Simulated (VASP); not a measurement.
# Ge (P-4n2) in VASP: single point with PBE

Aim: the single point of Ge with PBE.

Program: VASP 6.6.1. These are calculated values, not measurements. Logs are shortened: lines on timing, memory, paths and dates and some standing lists are left out, and cuts for length are marked.

## Step 1: The cell of the first run

It takes space group P-4n2 (No. 118, tetragonal). Conventional cell: a = 6.682 Å, b = 6.682 Å, c = 2.788 Å, α = 90.00°, β = 90.00°, γ = 90.00°. Ge (site symmetry 2) has 7 Ge at 2.58 to 3.33 Å within 3.4 Å. Ge (site symmetry -4) has 10 Ge at 2.69 to 3.33 Å within 3.5 Å.

## Step 2: Single point, PBE

INCAR reads:

```
PREC = Accurate ; ENCUT = 520
EDIFF = 1E-6 ; ISMEAR = 0
SIGMA = 0.1 ; LREAL = False
LASPH = True ; NELM = 80
ALGO = Normal ; ISIF = 2
LWAVE = False ; LCHARG = True
GGA = PE ; LELF = True
LVHAR = True ; NBANDS = 51
```

KPOINTS reads:

```
regular mesh
0
Gamma
  6 6 14
```

POSCAR reads:

```
Ge
1.0
    6.6820600908      0.0000000000      0.0000000000
    0.0000000000      6.6820600908      0.0000000000
    0.0000000000      0.0000000000      2.7879032911
Ge
6
Direct
    0.1367159672      0.3632840328      0.2500000000
    0.8632840328      0.6367159672      0.2500000000
    0.3632840328      0.8632840328      0.7500000000
    0.6367159672      0.1367159672      0.7500000000
    0.5000000000      0.5000000000      0.0000000000
    0.0000000000      0.0000000000      0.5000000000
```

Potentials or basis: VASP PAW PBE potentials, release 64 (Ge_d).

Command:

```
$ cat potpaw_PBE.64/Ge_d/POTCAR > POTCAR
$ mpirun -np 1 vasp_std > vasp.out
```

OUTCAR:

```text
PREC = Accurate
   ENCUT = 520
   EDIFF = 1E-6
   ISMEAR = 0
   LREAL = False
   LASPH = True
   NELM = 80
   ISIF = 2
   GGA = PE

 ion  position               nearest neighbor table
   1  0.137  0.363  0.250-   2 2.58   5 2.69   6 2.69
   2  0.863  0.637  0.250-   1 2.58   5 2.69   6 2.69
   3  0.363  0.863  0.750-   4 2.58   5 2.69   6 2.69
   4  0.637  0.137  0.750-   3 2.58   5 2.69   6 2.69
   5  0.500  0.500  0.000-   1 2.69   2 2.69   3 2.69   4 2.69
   6  0.000  0.000  0.500-   1 2.69   2 2.69   3 2.69   4 2.69

  LATTYP: Found a simple tetragonal cell.
 ALAT       =     6.6820600908
 C/A-ratio  =     0.4172221221

  Lattice vectors:

 A1 = (   6.6820600908,   0.0000000000,   0.0000000000)
 A2 = (   0.0000000000,   6.6820600908,   0.0000000000)
 A3 = (   0.0000000000,   0.0000000000,   2.7879032911)

Analysis of symmetry for initial positions (statically):
=====================================================================
 Subroutine PRICEL returns:
 Original cell was already a primitive cell.

 Routine SETGRP: Setting up the symmetry group for a
 simple tetragonal supercell.

 Subroutine GETGRP returns: Found  8 space group operations
 (whereof  4 operations were pure point group operations)
 out of a pool of 16 trial point group operations.

The static configuration has the point symmetry S_4 .
 The point group associated with its full space group is D_2d.

Analysis of symmetry for dynamics (positions and initial velocities):
=====================================================================
 Subroutine PRICEL returns:
 Original cell was already a primitive cell.

 Routine SETGRP: Setting up the symmetry group for a
 simple tetragonal supercell.

 Subroutine GETGRP returns: Found  8 space group operations
 (whereof  4 operations were pure point group operations)
 out of a pool of 16 trial point group operations.

The dynamic configuration has the point symmetry S_4 .
 The point group associated with its full space group is D_2d.

 Subroutine INISYM returns: Found  8 space group operations
 (whereof  4 operations are pure point group operations),
 and found     1 'primitive' translations

----------------------------------------------------------------------------------------

                                     Primitive cell

  volume of cell :     124.4797

  direct lattice vectors                    reciprocal lattice vectors
     6.682060091  0.000000000  0.000000000     0.149654446  0.000000000  0.000000000
     0.000000000  6.682060091  0.000000000     0.000000000  0.149654446  0.000000000
     0.000000000  0.000000000  2.787903291     0.000000000  0.000000000  0.358692500

  length of vectors
     6.682060091  6.682060091  2.787903291     0.149654446  0.149654446  0.358692500

  position of ions in fractional coordinates (direct lattice)
     0.136715967  0.363284033  0.250000000
     0.863284033  0.636715967  0.250000000
     0.363284033  0.863284033  0.750000000
     0.636715967  0.136715967  0.750000000
     0.500000000  0.500000000  0.000000000
     0.000000000  0.000000000  0.500000000

  ion indices of the primitive-cell ions
   primitive index   ion index
                 1           1
                 2           2
                 3           3
                 4           4
                 5           5
                 6           6

----------------------------------------------------------------------------------------

 KPOINTS: regular mesh

Automatic generation of k-mesh.
 Grid dimensions read from file:
 generate k-points for:    6    6   14

 Generating k-lattice:

  Cartesian coordinates                     Fractional coordinates (reciprocal lattice)
     0.024942408  0.000000000  0.000000000     0.166666667  0.000000000  0.000000000
     0.000000000  0.024942408  0.000000000     0.000000000  0.166666667  0.000000000
     0.000000000  0.000000000  0.025620893     0.000000000  0.000000000  0.071428571

  Length of vectors
     0.024942408  0.024942408  0.025620893

  Shift w.r.t. Gamma in fractional coordinates (k-lattice)
     0.000000000  0.000000000  0.000000000

 Subroutine IBZKPT returns following result:
 ===========================================

 Found     80 irreducible k-points:

 Following reciprocal coordinates:
            Coordinates               Weight
  0.000000  0.000000  0.000000      1.000000
  0.166667  0.000000  0.000000      4.000000
  0.333333  0.000000  0.000000      4.000000
  0.500000  0.000000  0.000000      2.000000
  0.166667  0.166667  0.000000      4.000000
  0.333333  0.166667  0.000000      8.000000
[... 16 lines left out ...]
  0.333333  0.000000  0.142857      8.000000
  0.500000  0.000000  0.142857      4.000000
 [... further k-points ...]
   k-points           NKPTS =     80   k-points in BZ     NKDIM =     80   number of bands    NBANDS=     51
   number of dos      NEDOS =    301   number of ions     NIONS =      6
   total plane-waves  NPLWV =  60000
   dimension x,y,z NGX =    50 NGY =   50 NGZ =   24
   dimension x,y,z NGXF=   100 NGYF=  100 NGZF=   48
   ions per type =               6
   NGX,Y,Z   is equivalent  to a cutoff of  12.44, 12.44, 14.31 a.u.
   NGXF,Y,Z  is equivalent  to a cutoff of  24.88, 24.88, 28.62 a.u.
 SYSTEM =  unknown system
   PREC   = accura    normal or accurate (medium, high low for compatibility)
   ISTART =      0    job   : 0-new  1-cont  2-samecut
   ICHARG =      2    charge: 1-file 2-atom 10-const
   ISPIN  =      1    spin polarized calculation?
   LNONCOLLINEAR =      F non collinear calculations
   LSORBIT =      F    spin-orbit coupling
   LASPH  =      T    aspherical Exc in radial PAW
   ENCUT  =  520.0 eV  38.22 Ry    6.18 a.u.  12.42 12.42  5.18*2*pi/ulx,y,z
   NELM   =     80;   NELMIN=  2; NELMDL= -5     # of ELM steps
   EDIFF  = 0.1E-05   stopping-criterion for ELM
   LREAL  =      F    real-space projection
   EDIFFG = 0.1E-04   stopping-criterion for IOM
   NSW    =      0    number of steps for IOM
   IBRION =     -1    ionic relax: 0-MD 1-quasi-New 2-CG
   NFREE  =      0    steps in history (QN), initial steepest desc. (CG)
   ISIF   =      2    stress and relaxation
   ISYM   =      2    0-nonsym 1-usesym 2-fastsym
   POTIM  = 0.5000    time-step for ionic-motion
   TEBEG  =    0.0;   TEEND  =   0.0 temperature during run
   PSTRESS=    0.0 pullay stress
   NELECT =      84.0000    total number of electrons
   NUPDOWN=      -1.0000    fix difference up-down
   EMIN   =  10.00;   EMAX   =-10.00  energy-range for DOS
   EFERMI =   0.00;   METHOD = LEGACY
   ISMEAR =     0;   SIGMA  =   0.10  broadening in eV -4-tet -1-fermi 0-gaus
   EFERMI_NEDOS =   21; number of points for ismear=-14 and -15
   IALGO  =     38    algorithm
   IMIX   =      4    mixing-type and parameters
     AMIX     =   0.40;   BMIX     =  1.00
     AMIX_MAG =   1.60;   BMIX_MAG =  1.00
  volume/ion in A,a.u.               =      20.75       140.01
  Fermi-wavevector in a.u.,A,eV,Ry     =   1.435936  2.713526 28.054022  2.061912
  Thomas-Fermi vector in A             =   2.555180
   LORBIT       =      0    0 simple, 1 ext, 2 COOP (PROOUT), +10 PAW based schemes
   GGA     = PE    functional components
   LHFCALC =     F    Hartree Fock is set to
   AEXX    =    0.0000 exact exchange contribution
   IVDW    =     0    specifies the selected vdW correction
   LEPSILON=     F    determine dielectric tensor
   LRPA    =     F    only Hartree local field effects (RPA)
 non-spin polarized calculation
 Gauss-broadening in eV      SIGMA  =   0.10
  energy-cutoff  :      520.00
  volume of cell :      124.48
 maximum number of plane-waves:      3387
 NGX is ok and might be reduce to    50
   NGX = 25   NGY = 25   NGZ = 11

 number of electron      84.0000017 magnetization

 Free energy of the ion-electron system (eV)
  ---------------------------------------------------
  ext. energy  EPLUGINS =         0.00000000
  ---------------------------------------------------
  free energy    TOTEN  =       -25.34457951 eV

  energy without entropy =      -25.33297452  energy(sigma->0) =      -25.33877701

 E-fermi :   5.5962     XC(G=0): -10.6768

 val. band max:        5.5781944990   @ k =   0.5000   0.1667   0.0000
 cond. band min:       5.6074587964   @ k =   0.5000   0.3333   0.2857
 fundamental gap:      0.0292642974
 Fermi energy:         5.5961948578

 k-point     1 :       0.0000    0.0000    0.0000
  band No.  band energies     occupation
      1     -19.1121      2.00000
      2     -19.1040      2.00000
      3     -19.0699      2.00000
      4     -19.0398      2.00000
      5     -19.0310      2.00000
      6     -19.0247      2.00000
[... 43 lines left out ...]
     50      12.0669      0.00000
     51      12.7389      0.00000

 k-point     2 :       0.1667    0.0000    0.0000
  band No.  band energies     occupation
      1     -19.1116      2.00000
      2     -19.1046      2.00000
      3     -19.0674      2.00000
      4     -19.0420      2.00000
      5     -19.0315      2.00000
      6     -19.0264      2.00000
[... 43 lines left out ...]
     50      12.6536      0.00000
     51      13.2032      0.00000

 k-point     3 :       0.3333    0.0000    0.0000
  band No.  band energies     occupation
      1     -19.1103      2.00000
      2     -19.1062      2.00000
      3     -19.0612      2.00000
      4     -19.0473      2.00000
      5     -19.0317      2.00000
      6     -19.0283      2.00000
[... 43 lines left out ...]
     50      12.8920      0.00000
     51      12.9657      0.00000
[... 1027 lines left out ...]
 k-point    23 :       0.3333    0.0000    0.1429
  band No.  band energies     occupation
      1     -19.0822      2.00000
      2     -19.0784      2.00000
      3     -19.0573      2.00000
      4     -19.0457      2.00000
      5     -19.0142      2.00000
      6     -19.0120      2.00000
[... 43 lines left out ...]
     50      10.8830      0.00000
     51      11.3966      0.00000

 k-point    24 :       0.5000    0.0000    0.1429
  band No.  band energies     occupation
      1     -19.0802      2.00000
      2     -19.0802      2.00000
      3     -19.0512      2.00000
      4     -19.0512      2.00000
      5     -19.0128      2.00000
      6     -19.0128      2.00000
[... 43 lines left out ...]
     50      10.6802      0.00000
     51      12.2508      0.00000

 [... further k-points ...]
[... 5 lines left out ...]
  --------------------------------------------------------------------------------------
  -------------------------------------------------------------------------------------
  Total       -0.0580497     -0.0580497     -0.0518259      0.0000000      0.0000000     -0.0000000
  in kB       -0.7471574     -0.7471574     -0.6670512      0.0000000      0.0000000     -0.0000000
  external PRESSURE =      -0.7204554 kB  Pullay stress =       0.0000000 kB

 VOLUME and BASIS-vectors are now :
 -----------------------------------------------------------------------------
  energy-cutoff  :      520.00
  volume of cell :      124.48
      direct lattice vectors                 reciprocal lattice vectors
     6.682060091  0.000000000  0.000000000     0.149654446  0.000000000  0.000000000
     0.000000000  6.682060091  0.000000000     0.000000000  0.149654446  0.000000000
     0.000000000  0.000000000  2.787903291     0.000000000  0.000000000  0.358692500

 POSITION                                       TOTAL-FORCE (eV/Angst)
 -----------------------------------------------------------------------------------
      0.91354      2.42749      0.69698        -0.001390      0.001390      0.000000
      5.76852      4.25457      0.69698         0.001390     -0.001390      0.000000
      2.42749      5.76852      2.09093         0.001390      0.001390     -0.000000
      4.25457      0.91354      2.09093        -0.001390     -0.001390     -0.000000
      3.34103      3.34103      0.00000         0.000000     -0.000000     -0.000000
      0.00000      0.00000      1.39395         0.000000     -0.000000     -0.000000
 -----------------------------------------------------------------------------------
    total drift:                               -0.000000     -0.000000     -0.000000

  FREE ENERGIE OF THE ION-ELECTRON SYSTEM (eV)
  ---------------------------------------------------
  free  energy   TOTEN  =       -25.3445795087 eV

  energy  without entropy=      -25.3329745156  energy(sigma->0) =      -25.33877701
```

It took 7.2 min on 1 thread of Oxide Virtual Turin-like, shared host; peak memory 0.42 GiB.

What came out:

```yaml
Free_energy: -25.3446 eV
Pressure: -0.1 GPa
Band_gap_on_the_k_mesh: zero (band 42 reaches 7.63 eV, above the bottom of band 43 at 4.57 eV)
```
